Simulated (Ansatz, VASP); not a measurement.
BN in VASP and in Ansatz

Contents of INCAR:

```
ALGO = Normal ; EDIFF = 1E-7
EDIFFG = -0.05 ; ENCUT = 600
GGA_COMPAT = False ; IBRION = 2
ISIF = 3 ; ISMEAR = 0
LASPH = True ; LCHARG = False
LREAL = False ; LWAVE = False
NELM = 120 ; NELMIN = 4
NSW = 100 ; PREC = Accurate
SIGMA = 0.1
```

The input KPOINTS:

```
k-points
0
Gamma
  9 9 6
```

File POSCAR:

```
BN
1.0
    2.5539396000      0.0000000000      0.0000000000
   -1.2769698000      2.2117765700      0.0000000000
    0.0000000000      0.0000000000      4.2268550000
B N
2 2
Direct
    0.6666666700      0.3333333300      0.9997240000
    0.3333333300      0.6666666700      0.4997240000
    0.6666666700      0.3333333300      0.6252760000
    0.3333333300      0.6666666700      0.1252760000
```

Input for Ansatz:

```yaml
crystal:
  lattice:
    - [2.5539396, 0.0, 0.0]
    - [-1.2769698, 2.21177657, 0.0]
    - [0.0, 0.0, 4.226855]
  atoms:
    - { symbol: B, position: [0.66666667, 0.33333333, 0.999724] }
    - { symbol: B, position: [0.33333333, 0.66666667, 0.499724] }
    - { symbol: "N", position: [0.66666667, 0.33333333, 0.625276] }
    - { symbol: "N", position: [0.33333333, 0.66666667, 0.125276] }
basis:
  ecutwfc: 420
kpoints:
  mp_grid: { grid: [9, 9, 6] }
hamiltonian:
  xc: lda
  pseudopotentials: { kind: paw, azcp: { folder: soft_1 } }
scf:
  occupations: { method: gaussian, width: 0.1 }
output:
  forces: true
  stress: true
  eigenvalues: true
relax:
  adjacent_minimum: "off"
  f_tol: 0.05
  max_steps: 80
  cell: { stress_tol: 0.5 }
```

Alike in both runs: task relaxation of cell and atoms; functional LDA; k mesh 9 × 9 × 6; occupations gaussian, width 0.1 eV; no spin polarisation.

|  | VASP | Ansatz |
| --- | --- | --- |
| version | VASP 6.6.1 | Ansatz 0.2.0 |
| potentials or method | VASP PAW LDA potentials, release 64 (B, N), cutoff 600 eV | scalar-relativistic, plane waves, PAW |
| valence electrons in the cell | 16 | 16 |

Ansatz gave:

```
gap on the k mesh at the Fermi level, each at its own relaxed structure (eV) : 4.92
relaxed volume (Å³/atom)                                                     : 5.75
relaxed cell length with the largest relative difference (Å)                 : 2.522
```

Question: Which values does VASP return?

Answer: gap on the k mesh at the Fermi level, each at its own relaxed structure (eV): 4.93; relaxed volume (Å³/atom): 5.77; relaxed cell length with the largest relative difference (Å): 2.525.

Ansatz warns that its potentials were made for another functional, while VASP's fit it. LDA's correlation is that of Perdew and Zunger in VASP and of Perdew and Wang (1992) in Ansatz.
